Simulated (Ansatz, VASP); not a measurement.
# One calculation of Ca4Si3N, two programs

```
Ca Si N
1.0
     4.98588    0.00000    0.00000
     0.00000    4.98588    0.00000
     0.00000    0.00000    7.41779
Ca Si N
4 3 1
Cartesian
  2.4929 0.0000 7.2192
  2.4929 0.0000 3.3643
  0.0000 2.4929 7.2192
  0.0000 2.4929 3.3643
  2.4929 2.4929 5.3419
  0.0000 0.0000 1.4541
  0.0000 0.0000 5.4692
  2.4929 2.4929 3.6566
```

Alike in both runs: functional PBE; k mesh 6 × 6 × 4; occupations gaussian, width 0.1 eV; no spin polarisation.

Ansatz relaxed the structure, and its values are those at the end. VASP's run is a single point on that final structure, the one shown.

```csv
,VASP,Ansatz
version,VASP 6.6.1,Ansatz 0.2.0
potentials or method,"VASP PAW PBE potentials, release 64 (Ca_sv, Si, N), cutoff 520 eV","scalar-relativistic, plane waves, PAW"
valence electrons in the cell,57,57
```

|  | VASP | Ansatz | Ansatz less VASP |
| --- | --- | --- | --- |
| gap on the k mesh at the Fermi level (eV) | none | none | - |
| pressure (GPa) | 0.1 | 0.0 | -0.13 |
| rms of the force components (eV/Å) | 0.010 | 0.000 | -0.0095 |

A gap of «none» marks a metal or a gap that the smearing closes. The functional is the same, so the differences come from potentials, cutoffs and numerics.
